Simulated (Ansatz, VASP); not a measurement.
# Sn: VASP beside Ansatz

The input POSCAR:

```
Sn
1.0
   -1.9480501607      1.9480501607      1.7922061478
    1.9480501607     -1.9480501607      1.7922061478
    1.9480501607      1.9480501607     -1.7922061478
Sn
1
Direct
    0.0000000000      0.0000000000      0.0000000000
```

The input INCAR.step1:

```
  PREC = Accurate
  ENCUT = 520
  ISMEAR = 0
  SIGMA = 0.15
  LREAL = F
  LASPH = T
  NELM = 60
  NBANDS = 13
  GGA = PE
  ALGO = Normal
  EDIFF = 1E-4
  LWAVE = T
  LCHARG = F
```

File INCAR.step2:

```
  PREC = Accurate
  ENCUT = 520
  EDIFF = 1E-6
  ISMEAR = 0
  SIGMA = 0.15
  LREAL = F
  LASPH = T
  NELM = 60
  ALGO = Normal
  ISIF = 2
  LWAVE = F
  LCHARG = T
  METAGGA = R2SCAN
  LMIXTAU = T
  LELF = T
  LVHAR = T
  NBANDS = 13
  ISTART = 1
```

KPOINTS

```
Automatic mesh
0
Gamma
  20 20 20
```

Input for Ansatz:

```yaml
crystal:
  lattice:
    - [-1.9480501607, 1.9480501607, 1.7922061478]
    - [1.9480501607, -1.9480501607, 1.7922061478]
    - [1.9480501607, 1.9480501607, -1.7922061478]
  atoms:
    - { symbol: Sn, position: [0.0, 0.0, 0.0] }
basis:
  ecutwfc: 500
kpoints:
  mp_grid: { grid: [20, 20, 20] }
hamiltonian:
  xc: r2scan
scf:
  occupations: { method: gaussian, width: 0.15 }
output:
  forces: true
  stress: true
  eigenvalues: true
  write_density: true
  write_potential: true
  elf: true
  volumetric_format: npy
```

Alike in both runs: task single point; functional r2SCAN; k mesh 20 × 20 × 20; occupations gaussian, width 0.15 eV; no spin polarisation.

|  | VASP | Ansatz |
| --- | --- | --- |
| version | VASP 6.6.1 | Ansatz 0.2.0 |
| potentials or method | VASP PAW PBE potentials, release 64 (Sn_d), cutoff 520 eV | scalar-relativistic, plane waves, PAW |
| valence electrons in the cell | 14 | 14 |

```csv
,VASP,Ansatz,Ansatz less VASP
gap on the k mesh at the Fermi level (eV),none,none,-
pressure (GPa),-0.5,-0.5,0.00
"traceless stress, the component that is largest in VASP (GPa)",-0.98,-0.98,-0.007
```

VASP's potentials were made for PBE, not for r2SCAN. A gap of «none» marks a metal or a gap that the smearing closes. With one functional, cell and mesh, what is left measures potentials, basis and numerics.
